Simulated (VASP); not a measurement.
A run of VASP 6.6.1 is set up as follows.

The input INCAR:

```
ALGO = Normal
EDIFF = 1E-6
EDIFFG = -0.05
ENCUT = 600
GGA = PE
IBRION = 2
ISIF = 3
ISMEAR = 0
LASPH = T
LCHARG = F
LREAL = F
LWAVE = F
NELM = 60
NSW = 80
PREC = Accurate
SIGMA = 0.1
```

The input KPOINTS:

```
k-points
0
Gamma
  6 6 8
```

The input POSCAR:

```
Si2N
1.0
    4.2149001088      0.0000000000      0.0000000000
    0.0000000000      4.2149001088      0.0000000000
    0.0000000000      0.0000000000      2.5690295974
Si N
4 2
Direct
    0.2953028374      0.2953028374      0.0000000000
    0.7046971626      0.7046971626      0.0000000000
    0.7953028374      0.2046971626      0.5000000000
    0.2046971626      0.7953028374      0.5000000000
    0.0000000000      0.0000000000      0.0000000000
    0.5000000000      0.5000000000      0.5000000000
```

Potentials or basis: VASP PAW PBE potentials, release 64 (Si, N).

Run with:

```console
$ cat potpaw_PBE.64/Si/POTCAR potpaw_PBE.64/N/POTCAR > POTCAR
$ mpirun -np 1 vasp_std > vasp.out
```

(1) What does it give for the relaxed volume?

(2) Predict the space group after relaxing (to 0.1 Å).

(3) What does it give for the relaxed cell?

## Answers

(1) 15.58 Å³/atom.

(2) P4_2/mnm (No. 136).

(3) a = 6.024 Å, b = 6.024 Å, c = 2.575 Å, α = 90.00°, β = 90.00°, γ = 90.00°.

Caveat: the volume moved by over 15 % at a fixed basis, so the end points are rough.
